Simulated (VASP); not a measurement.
Here is a VASP 6.6.1 calculation.

The input INCAR:

```
  PREC = Accurate
  ENCUT = 520
  EDIFF = 1E-6
  ISMEAR = 0
  SIGMA = 0.05
  LREAL = False
  LASPH = True
  NELM = 150
  ALGO = Normal
  ISIF = 2
  LWAVE = False
  LCHARG = True
  ISPIN = 2
  MAGMOM = 1.09 0 0 0 0
  LORBIT = 11
  LMAXMIX = 6
  LDAU = True
  LDAUTYPE = 2
  LDAUL = 3 -1 -1
  LDAUU = 5 0 0
  LDAUJ = 0 0 0
  LDAUPRINT = 1
  GGA = PE
  LELF = True
  LVHAR = True
  NBANDS = 35
```

The input KPOINTS:

```
regular mesh
0
Gamma
  6 6 6
```

POSCAR

```
CeSiPt3
1.0
    4.1380145820      0.0000000000      0.0000000000
    0.0000000000      4.1380145820      0.0000000000
    0.0000000000      0.0000000000      5.5164607038
Ce Pt Si
1 3 1
Direct
    0.5000000000      0.5000000000      0.7367682853
    0.5000000000      0.0000000000      0.2339510474
    0.0000000000      0.5000000000      0.2339510474
    0.0000000000      0.0000000000      0.5876346869
    0.0000000000      0.0000000000      0.0080949227
```

Potentials or basis: VASP PAW PBE potentials, release 64 (Ce, Pt, Si).

Launch:

```bash
$ cat potpaw_PBE.64/Ce/POTCAR potpaw_PBE.64/Pt/POTCAR potpaw_PBE.64/Si/POTCAR > POTCAR
$ mpirun -np 1 vasp_std > vasp.out
```

(1) What does it give for the pressure?

(2) Estimate the net moment.

(3) Estimate the band gap on the k mesh.

## Answers

(1) -4.3 GPa.

(2) 0.00 μB per cell.

(3) zero (filled and empty bands overlap).

Caveat: the magnetic or orbital state may not be the lowest; the cell stands under tension; the moments typed at the start vanished in this run; spin-orbit coupling is left out, which moves the levels of the heavy elements.
